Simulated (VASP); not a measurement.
# Au (Pm-3m) in VASP: notebook

Au is run at these levels: PBE, LDA; tasks: single point, relaxation of cell and atoms.

All numbers are computed with VASP 6.6.1; they aren't measurements. Logs are shortened: lines on timing, memory, paths and dates and some standing lists are left out, and cuts for length are marked.

## Step 1: The cell of the first run

It takes space group Pm-3m (No. 221, cubic). The conventional cell has a = 2.748 Å, b = 2.748 Å, c = 2.748 Å, α = 90.00°, β = 90.00°, γ = 90.00°. Within 3.6 Å of Au (site symmetry m-3m) lie 6 Au at 2.75 Å.

## Step 2: Single point, PBE, non-collinear spin, zero start, spin-orbit coupling

Contents of INCAR:

```
ALGO = Normal
EDIFF = 1E-6
ENCUT = 520
GGA = PE
GGA_COMPAT = False
ISIF = 2
ISMEAR = -1
LASPH = True
LCHARG = True
LMAXMIX = 4
LNONCOLLINEAR = True
LORBIT = 11
LORBMOM = True
LREAL = False
LSORBIT = True
LVHAR = True
LWAVE = False
MAGMOM = 0 0 0
NBANDS = 22
NELM = 150
PREC = Accurate
SIGMA = 0.05
```

Contents of KPOINTS:

```
k-points
0
Gamma
  7 7 7
```

Contents of POSCAR:

```
Au
1.0
    2.7484100000      0.0000000000      0.0000000000
    0.0000000000      2.7484100000      0.0000000000
    0.0000000000      0.0000000000      2.7484100000
Au
1
Direct
    0.5000000000      0.5000000000      0.5000000000
```

Potentials or basis: VASP PAW PBE potentials, release 64 (Au).

On the command line:

```bash
$ cat potpaw_PBE.64/Au/POTCAR > POTCAR
$ mpirun -np 1 vasp_ncl > vasp.out
```

OUTCAR:

```text
EDIFF = 1E-6
   ENCUT = 520
   GGA = PE
   ISIF = 2
   ISMEAR = -1
   LASPH = True
   LNONCOLLINEAR = True
   LORBIT = 11
   LREAL = False
   LSORBIT = True
   NELM = 150
   PREC = Accurate

 ion  position               nearest neighbor table
   1  0.500  0.500  0.500-

  LATTYP: Found a simple cubic cell.
 ALAT       =     2.7484100000

  Lattice vectors:

 A1 = (   2.7484100000,   0.0000000000,   0.0000000000)
 A2 = (   0.0000000000,   2.7484100000,   0.0000000000)
 A3 = (   0.0000000000,   0.0000000000,   2.7484100000)

Analysis of symmetry for initial positions (statically):
=====================================================================
 Subroutine PRICEL returns:
 Original cell was already a primitive cell.

 Routine SETGRP: Setting up the symmetry group for a
 simple cubic supercell.

 Subroutine GETGRP returns: Found 48 space group operations
[... 9 lines left out ...]

 Routine SETGRP: Setting up the symmetry group for a
 simple cubic supercell.

 Subroutine GETGRP returns: Found 48 space group operations
 (whereof 48 operations were pure point group operations)
 out of a pool of 48 trial point group operations.

The dynamic configuration has the point symmetry O_h .

Analysis of structural, dynamic, and magnetic symmetry:
=====================================================================
 Subroutine PRICEL returns:
 Original cell was already a primitive cell.

 Routine SETGRP: Setting up the symmetry group for a
 simple cubic supercell.

 Subroutine GETGRP returns: Found 48 space group operations
 (whereof 48 operations were pure point group operations)
 out of a pool of 48 trial point group operations.

The overall configuration has the point symmetry O_h .

 Subroutine INISYM returns: Found 48 space group operations
[... 5 lines left out ...]
                                     Primitive cell

  volume of cell :      20.7608

  direct lattice vectors                    reciprocal lattice vectors
     2.748410000  0.000000000  0.000000000     0.363846733  0.000000000  0.000000000
     0.000000000  2.748410000  0.000000000     0.000000000  0.363846733  0.000000000
     0.000000000  0.000000000  2.748410000     0.000000000  0.000000000  0.363846733

  length of vectors
     2.748410000  2.748410000  2.748410000     0.363846733  0.363846733  0.363846733

  position of ions in fractional coordinates (direct lattice)
     0.500000000  0.500000000  0.500000000

  ion indices of the primitive-cell ions
   primitive index   ion index
                 1           1

----------------------------------------------------------------------------------------

 KPOINTS: k-points

Automatic generation of k-mesh.
 Grid dimensions read from file:
 generate k-points for:    7    7    7

 Generating k-lattice:

  Cartesian coordinates                     Fractional coordinates (reciprocal lattice)
     0.051978105  0.000000000  0.000000000     0.142857143  0.000000000  0.000000000
     0.000000000  0.051978105  0.000000000     0.000000000  0.142857143  0.000000000
     0.000000000  0.000000000  0.051978105     0.000000000  0.000000000  0.142857143

  Length of vectors
     0.051978105  0.051978105  0.051978105

  Shift w.r.t. Gamma in fractional coordinates (k-lattice)
     0.000000000  0.000000000  0.000000000

 Subroutine IBZKPT returns following result:
 ===========================================

 Found     20 irreducible k-points:

 Following reciprocal coordinates:
            Coordinates               Weight
  0.000000  0.000000  0.000000      1.000000
  0.142857  0.000000  0.000000      6.000000
  0.285714  0.000000  0.000000      6.000000
  0.428571  0.000000  0.000000      6.000000
  0.142857  0.142857  0.000000     12.000000
  0.285714  0.142857  0.000000     24.000000
[... 12 lines left out ...]
  0.428571  0.428571  0.285714     24.000000
  0.428571  0.428571  0.428571      8.000000
   k-points           NKPTS =     20   k-points in BZ     NKDIM =     20   number of bands    NBANDS=     22
   number of dos      NEDOS =    301   number of ions     NIONS =      1
   total plane-waves  NPLWV =   8000
   dimension x,y,z NGX =    20 NGY =   20 NGZ =   20
   dimension x,y,z NGXF=    40 NGYF=   40 NGZF=   40
   ions per type =               1
   NGX,Y,Z   is equivalent  to a cutoff of  12.10, 12.10, 12.10 a.u.
   NGXF,Y,Z  is equivalent  to a cutoff of  24.20, 24.20, 24.20 a.u.
 SYSTEM =  unknown system
   PREC   = accura    normal or accurate (medium, high low for compatibility)
   ISTART =      0    job   : 0-new  1-cont  2-samecut
   ICHARG =      2    charge: 1-file 2-atom 10-const
   ISPIN  =      1    spin polarized calculation?
   LNONCOLLINEAR =      T non collinear calculations
   LSORBIT =      T    spin-orbit coupling
   LASPH  =      T    aspherical Exc in radial PAW
   ENCUT  =  520.0 eV  38.22 Ry    6.18 a.u.   5.11  5.11  5.11*2*pi/ulx,y,z
   NELM   =    150;   NELMIN=  2; NELMDL= -5     # of ELM steps
   EDIFF  = 0.1E-05   stopping-criterion for ELM
   LREAL  =      F    real-space projection
   EDIFFG = 0.1E-04   stopping-criterion for IOM
   NSW    =      0    number of steps for IOM
   IBRION =     -1    ionic relax: 0-MD 1-quasi-New 2-CG
   NFREE  =      0    steps in history (QN), initial steepest desc. (CG)
   ISIF   =      2    stress and relaxation
   ISYM   =      2    0-nonsym 1-usesym 2-fastsym
   POTIM  = 0.5000    time-step for ionic-motion
   TEBEG  =    0.0;   TEEND  =   0.0 temperature during run
   PSTRESS=    0.0 pullay stress
   NELECT =      11.0000    total number of electrons
   NUPDOWN=      -1.0000    fix difference up-down
   EMIN   =  10.00;   EMAX   =-10.00  energy-range for DOS
   EFERMI =   0.00;   METHOD = LEGACY
   ISMEAR =    -1;   SIGMA  =   0.05  broadening in eV -4-tet -1-fermi 0-gaus
   EFERMI_NEDOS =   21; number of points for ismear=-14 and -15
   IALGO  =     38    algorithm
   IMIX   =      4    mixing-type and parameters
     AMIX     =   0.40;   BMIX     =  1.00
     AMIX_MAG =   1.60;   BMIX_MAG =  1.00
  volume/ion in A,a.u.               =      20.76       140.10
  Fermi-wavevector in a.u.,A,eV,Ry     =   1.324720  2.503358 23.876646  1.754884
  Thomas-Fermi vector in A             =   2.454234
   LORBIT       =     11    0 simple, 1 ext, 2 COOP (PROOUT), +10 PAW based schemes
   GGA     = PE    functional components
   LHFCALC =     F    Hartree Fock is set to
   AEXX    =    0.0000 exact exchange contribution
   IVDW    =     0    specifies the selected vdW correction
   LEPSILON=     F    determine dielectric tensor
   LRPA    =     F    only Hartree local field effects (RPA)
  energy-cutoff  :      520.00
  volume of cell :       20.76
 maximum number of plane-waves:      1174
   NGX = 11   NGY = 11   NGZ = 11

 number of electron      10.9999997 magnetization       0.0000000      0.0000000     -0.0000000

 number of electron      10.9999996 magnetization      -0.0000000     -0.0000000     -0.0000000

 number of electron      10.9999996 magnetization       0.0000000      0.0000000      0.0000000

 Free energy of the ion-electron system (eV)
  ---------------------------------------------------
  ext. energy  EPLUGINS =         0.00000000
  ---------------------------------------------------
  free energy    TOTEN  =        -3.27766177 eV

  energy without entropy =       -3.27328086  energy(sigma->0) =       -3.27547131

 E-fermi :   6.3735     XC(G=0): -11.4414

 val. band max:        6.3342098492   @ k =   0.4286   0.1429   0.1429
 cond. band min:       6.7507543185   @ k =   0.4286   0.2857   0.0000
 fundamental gap:      0.4165444693
 Fermi energy:         6.3735113335

 k-point     1 :       0.0000    0.0000    0.0000
  band No.  band energies     occupation
      1      -1.4875      1.00000
      2      -1.4875      1.00000
      3       0.4614      1.00000
      4       0.4614      1.00000
      5       0.4614      1.00000
      6       0.4614      1.00000
[... 474 lines left out ...]
      6       1.9836      1.00000
[... 14 lines left out ...]
     21      22.8731      0.00000
     22      22.8731      0.00000

------------------------ aborting loop because EDIFF is reached ----------------------------------------

  FORCE on cell =-STRESS in cart. coord.  units (eV):
  Direction    XX          YY          ZZ          XY          YZ          ZX
  --------------------------------------------------------------------------------------
  -------------------------------------------------------------------------------------
  Total       -0.1890401     -0.1890401     -0.1890401      0.0000000      0.0000000      0.0000000
  in kB      -14.5888164    -14.5888164    -14.5888164      0.0000000      0.0000000      0.0000000
  external PRESSURE =     -14.5888164 kB  Pullay stress =       0.0000000 kB

 VOLUME and BASIS-vectors are now :
 -----------------------------------------------------------------------------
  energy-cutoff  :      520.00
  volume of cell :       20.76
      direct lattice vectors                 reciprocal lattice vectors
     2.748410000  0.000000000  0.000000000     0.363846733  0.000000000  0.000000000
     0.000000000  2.748410000  0.000000000     0.000000000  0.363846733  0.000000000
     0.000000000  0.000000000  2.748410000     0.000000000  0.000000000  0.363846733

 POSITION                                       TOTAL-FORCE (eV/Angst)
 -----------------------------------------------------------------------------------
      1.37420      1.37420      1.37420         0.000000      0.000000      0.000000
 -----------------------------------------------------------------------------------
    total drift:                               -0.000000      0.000000     -0.000000

  FREE ENERGIE OF THE ION-ELECTRON SYSTEM (eV)
  ---------------------------------------------------
  free  energy   TOTEN  =        -3.2776617666 eV

  energy  without entropy=       -3.2732808568  energy(sigma->0) =       -3.27547131

 orbital moment (x)

 # of ion     p       d       tot
 ----------------------------------------
  1         0.000   0.000   0.000
 ----------------------------------------
            0.000   0.000   0.000

 orbital moment (y)

 # of ion     p       d       tot
 ----------------------------------------
  1        -0.000  -0.000  -0.000
 ----------------------------------------
           -0.000  -0.000  -0.000

 orbital moment (z)

 # of ion     p       d       tot
 ----------------------------------------
  1         0.000   0.000   0.000
 ----------------------------------------
            0.000   0.000   0.000

 Spin-Orbit-Coupling matrix elements

 Ion:    1  E_soc:     -0.5654294
 l=   1
     0.0000000    -0.0243525    -0.0243525
    -0.0243525     0.0000000    -0.0243525
    -0.0243525    -0.0243525     0.0000000
 l=   2
     0.0000000    -0.0103642     0.0000000    -0.0103642    -0.0595216
    -0.0103642     0.0000000    -0.0446412    -0.0103642    -0.0148804
     0.0000000    -0.0446412     0.0000000    -0.0446412     0.0000000
    -0.0103642    -0.0103642    -0.0446412     0.0000000    -0.0148804
    -0.0595216    -0.0148804     0.0000000    -0.0148804     0.0000000
 l=   3
     0.0000000     0.0000000     0.0000000     0.0000000     0.0000000     0.0000000     0.0000000
     0.0000000     0.0000000     0.0000000     0.0000000     0.0000000     0.0000000     0.0000000
     0.0000000     0.0000000     0.0000000     0.0000000     0.0000000     0.0000000     0.0000000
     0.0000000     0.0000000     0.0000000     0.0000000     0.0000000     0.0000000     0.0000000
     0.0000000     0.0000000     0.0000000     0.0000000     0.0000000     0.0000000     0.0000000
     0.0000000     0.0000000     0.0000000     0.0000000     0.0000000     0.0000000     0.0000000
     0.0000000     0.0000000     0.0000000     0.0000000     0.0000000     0.0000000     0.0000000

 total charge

# of ion       s       p       d       tot
------------------------------------------
    1        0.590   0.290   8.733   9.614

 magnetization (x)

# of ion       s       p       d       tot
------------------------------------------
    1        0.000   0.000   0.000   0.000

 magnetization (y)

# of ion       s       p       d       tot
------------------------------------------
    1       -0.000   0.000   0.000  -0.000

 magnetization (z)

# of ion       s       p       d       tot
------------------------------------------
    1        0.000   0.000   0.000   0.000
```

Wall time 7.1 s (1 thread of Intel Xeon 6975P-C (Granite Rapids), shared host); peak memory 0.16 GiB.

Results:

```yaml
Free_energy: -3.2777 eV
Pressure: -1.5 GPa
Net_moment: 0.00 μB per cell
Valence_electrons_inside_the_program's_atomic_spheres: Au 9.61
```

Moments on the atoms (μB; x, y, z):
```
Au  0.00 0.00 0.00
```

(Part 1 of 2 ends here.)
